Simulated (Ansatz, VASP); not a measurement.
## CdAg: VASP beside Ansatz

File INCAR:

```
SYSTEM = CdAg
ALGO     = Normal         ! electronic algorithm
EDIFF    = 1E-6           ! SCF threshold, eV
ENCUT    = 520            ! plane-wave cutoff, eV
GGA      = CA             ! functional
ISIF     = 2              ! what is computed and relaxed
ISMEAR   = 0              ! smearing method
LASPH    = .True.         ! aspherical terms in the spheres
LCHARG   = .False.        ! write CHGCAR
LREAL    = .False.        ! projectors in reciprocal space
LWAVE    = .False.        ! write WAVECAR
NBANDS   = 18             ! bands
NELM     = 100            ! most SCF steps
PREC     = Accurate       ! precision mode
SIGMA    = 0.15           ! smearing width, eV
```

Contents of KPOINTS:

```
k-points
0
Gamma
  16 16 16
  0 0 0
```

File POSCAR:

```
CdAg
1.0
    3.7379867899      0.0000000000      0.0000000000
    0.0000000000      3.7379867899      0.0000000000
    0.0000000000      0.0000000000      2.6427566604
Cd Ag
1 1
Direct
    0.5000000000      0.5000000000      0.5000000000
    0.0000000000      0.0000000000      0.0000000000
```

Input for Ansatz:

```yaml
crystal:
  lattice:
    - [3.7379867899, 0.0, 0.0]
    - [0.0, 3.7379867899, 0.0]
    - [0.0, 0.0, 2.6427566604]
  atoms:
    - { symbol: Cd, position: [0.5, 0.5, 0.5] }
    - { symbol: Ag, position: [0.0, 0.0, 0.0] }
basis:
  ecutwfc: 420
kpoints:
  mp_grid: { grid: [16, 16, 16] }
hamiltonian:
  xc: lda
scf:
  occupations: { method: gaussian, width: 0.15 }
output:
  forces: true
  stress: true
  eigenvalues: true
```

Alike in both runs: task single point; functional LDA; k mesh 16 × 16 × 16; occupations gaussian, width 0.15 eV; no spin polarisation.

|  | VASP | Ansatz |
| --- | --- | --- |
| version | VASP 6.6.1 | Ansatz 0.2.0 |
| potentials or method | VASP PAW LDA potentials, release 64 (Cd, Ag), cutoff 520 eV | scalar-relativistic, plane waves, PAW |
| valence electrons in the cell | 23 | 39 |

Ansatz gave:

```
gap on the k mesh at the Fermi level (eV)                     : none
pressure (GPa)                                                : 0.7
traceless stress, the component that is largest in VASP (GPa) : 13.43
```

Task: What did VASP give for the same quantities?

Result: gap on the k mesh at the Fermi level (eV): none; pressure (GPa): 1.4; traceless stress, the component that is largest in VASP (GPa): 13.84.

LDA's correlation is that of Perdew and Zunger in VASP and of Perdew and Wang (1992) in Ansatz. A gap of «none» marks a metal or a gap that the smearing closes. VASP's potentials hold 23 valence electrons a cell and Ansatz's 39, so a difference there can come from the potentials and not from the codes.
